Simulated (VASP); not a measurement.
A run of VASP 6.6.1 is set up as follows.

The input INCAR:

```
PREC     = Accurate       # precision mode
ENCUT    = 520            # plane-wave cutoff, eV
EDIFF    = 1E-6           # SCF threshold, eV
ISMEAR   = -1             # smearing method
SIGMA    = 0.05           # smearing width, eV
LREAL    = False          # projectors in reciprocal space
LASPH    = True           # aspherical terms in the spheres
NELM     = 100            # most SCF steps
ALGO     = Normal         # electronic algorithm
ISIF     = 2              # what is computed and relaxed
LWAVE    = False          # write WAVECAR
LCHARG   = False          # write CHGCAR
GGA      = RP             # functional
NBANDS   = 19             # bands
```

KPOINTS

```
regular mesh
0
Gamma
  4 4 4
```

POSCAR

```
SrCl2
1.0
    0.0000000000      3.4883500000      3.4883500000
    3.4883500000      0.0000000000      3.4883500000
    3.4883500000      3.4883500000      0.0000000000
Sr Cl
1 2
Direct
    0.0000000000      0.0000000000      0.0000000000
    0.7500000000      0.7500000000      0.7500000000
    0.2500000000      0.2500000000      0.2500000000
```

Potentials or basis: VASP PAW PBE potentials, release 64 (Sr_sv, Cl).

Command:

```bash
$ cat potpaw_PBE.64/Sr_sv/POTCAR potpaw_PBE.64/Cl/POTCAR > POTCAR
$ mpirun -np 1 vasp_std > vasp.out
```

(1) Estimate the pressure.

(2) Predict the band gap on the k mesh.

Results:

(1) 3.1 GPa.

(2) 5.68 eV, indirect (least direct gap 5.74 eV).

Caveat: the PAW data sets were made with another functional, which shifts forces and pressure a little.
